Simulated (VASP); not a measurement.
A run of VASP 6.6.1:

Contents of INCAR:

```
SYSTEM = Ti
  PREC = Accurate
  ENCUT = 520
  EDIFF = 1E-6
  ISMEAR = -1
  SIGMA = 0.08
  LREAL = .FALSE.
  LASPH = .TRUE.
  NELM = 60
  ALGO = Normal
  ISIF = 2
  LWAVE = .FALSE.
  LCHARG = .TRUE.
  GGA = PS
  LELF = .TRUE.
  LVHAR = .TRUE.
  NBANDS = 19
```

The input KPOINTS:

```
Automatic mesh
0
G
  17 17 9
  0 0 0
```

The input POSCAR:

```
Ti
1.0
    2.9015130747      0.0000000000      0.0000000000
   -1.4507565374      2.5127840321      0.0000000000
    0.0000000000      0.0000000000      4.5905159072
Ti
2
Direct
    0.3333333333      0.6666666667      0.2500000000
    0.6666666667      0.3333333333      0.7500000000
```

Potentials or basis: VASP PAW PBE potentials, release 64 (Ti_sv).

Run with:

```sh
$ cat potpaw_PBE.64/Ti_sv/POTCAR > POTCAR
$ mpirun -np 1 vasp_std > vasp.out
```

Hardware: 1 thread of Intel Xeon 8259CL, on a shared host.

**Question.** How long does it take, and how much memory?

**Answer.** Run time: 76 s on 1 thread of Intel Xeon 8259CL (shared host), peak memory 0.22 GiB. Counts: scf iterations 13, k points 165.
